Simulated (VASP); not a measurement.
Write the native input for VASP 6.6.1 that does the following.

* Task: relaxation of cell and atoms
* Functional: PBE
* Potentials or basis: VASP PAW PBE potentials, release 64 (K_sv, Zr_sv, N)
* Cutoff: 600 eV
* k mesh: 6 × 6 × 4
* Occupations: gaussian, width 0.1 eV
* Spin: no spin polarisation
* Dipole correction: no
* Further INCAR settings: ALGO = Normal; EDIFF = 1e-06; IBRION = 2; EDIFFG = -0.04; NSW = 90; ISIF = 3

The structure of KZrN lies in POSCAR:

```
KZrN
1.0
    4.2600588000      0.0000000000      0.0000000000
   -2.1300294000      3.6893191400      0.0000000000
    0.0000000000      0.0000000000      4.2513874000
K Zr N
1 1 1
Direct
    0.3333333300      0.6666666700      0.5000000000
    0.6666666700      0.3333333300      0.0000000000
    0.0000000000      0.0000000000      0.5000000000
```

The cell was generated, and may not be a known phase.

One way to write it, as run:

INCAR

```
PREC = Accurate
ENCUT = 600
EDIFF = 1E-6
ISMEAR = 0
SIGMA = 0.1
LREAL = False
LASPH = True
NELM = 80
ALGO = Normal
ISIF = 3
LWAVE = False
LCHARG = False
GGA = PE
IBRION = 2
NSW = 90
EDIFFG = -0.04
```

KPOINTS

```
Automatic mesh
0
Gamma
  6 6 4
```

Potentials or basis: VASP PAW PBE potentials, release 64 (K_sv, Zr_sv, N).

Run with:

```bash
$ cat potpaw_PBE.64/K_sv/POTCAR potpaw_PBE.64/Zr_sv/POTCAR potpaw_PBE.64/N/POTCAR > POTCAR
$ mpirun -np 1 vasp_std > vasp.out
```

Results of the run:

- Relaxed volume: 18.03 Å³/atom
- Relaxed cell: a = 4.191 Å, b = 4.191 Å, c = 3.556 Å, α = 90.00°, β = 90.00°, γ = 120.00°
- Space group after relaxing (to 0.1 Å): P-6m2 (No. 187)
- Energy gained by relaxing: 145.9 meV/atom
- Ionic steps: 7
- Pressure after relaxing: -0.2 GPa
- Band gap on the k mesh: zero (bands 13 and 14 overlap by 1.72 eV)

Caveat: the k points lie up to 0.44 Å⁻¹ apart in the final cell, too coarse for converged energies and pressures of a metal; the volume moved by over 15 % at a fixed basis, so the end points are rough.

Wall time 6.9 min on 1 thread of AMD EPYC 7R13, on a shared host, peak memory 0.21 GiB.
